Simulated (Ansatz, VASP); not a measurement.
One calculation of CdTe, two programs

File INCAR:

```
  PREC = Accurate
  ENCUT = 520
  EDIFF = 1E-6
  ISMEAR = 0
  SIGMA = 0.02
  LREAL = F
  LASPH = T
  NELM = 60
  ALGO = Normal
  ISIF = 2
  LWAVE = F
  LCHARG = T
  GGA = PE
  LELF = T
  LVHAR = T
  NBANDS = 16
```

Contents of KPOINTS:

```
Automatic mesh
0
Gamma
  10 10 10
```

The input POSCAR:

```
CdTe
1.0
    0.0000000000      3.4154914216      3.4154914216
    3.4154914216      0.0000000000      3.4154914216
    3.4154914216      3.4154914216      0.0000000000
Cd Te
1 1
Direct
    0.0000000000      0.0000000000      0.0000000000
    0.2500000000      0.2500000000      0.2500000000
```

Input for Ansatz:

```yaml
crystal:
  lattice:
    - [0.0, 3.4154914216, 3.4154914216]
    - [3.4154914216, 0.0, 3.4154914216]
    - [3.4154914216, 3.4154914216, 0.0]
  atoms:
    - { symbol: Cd, position: [0.0, 0.0, 0.0] }
    - { symbol: Te, position: [0.25, 0.25, 0.25] }
basis:
  ecutwfc: 420
kpoints:
  mp_grid: { grid: [10, 10, 10] }
hamiltonian:
  xc: pbe
scf:
  occupations: { method: gaussian, width: 0.02 }
output:
  forces: true
  stress: true
  eigenvalues: true
```

Alike in both runs: task single point; functional PBE; k mesh 10 × 10 × 10; occupations gaussian, width 0.02 eV; no spin polarisation.

|  | VASP | Ansatz |
| --- | --- | --- |
| version | VASP 6.6.1 | Ansatz 0.2.0 |
| potentials or method | VASP PAW PBE potentials, release 64 (Cd, Te), cutoff 520 eV | scalar-relativistic, plane waves, PAW |
| valence electrons in the cell | 18 | 36 |

VASP gave:

| Property | Result |
| --- | --- |
| gap on the k mesh at the Fermi level (eV) | 0.31 |
| least direct gap on the mesh (eV) | 0.31 |
| pressure (GPa) | -2.6 |

Q: Estimate Ansatz's values.

A: gap on the k mesh at the Fermi level (eV): 0.32; least direct gap on the mesh (eV): 0.32; pressure (GPa): -2.7.

The functional is the same, so the differences come from potentials, cutoffs and numerics. VASP's potentials hold 18 valence electrons a cell and Ansatz's 36, so a difference there can come from the potentials and not from the codes.

Spin-orbit coupling is off throughout.
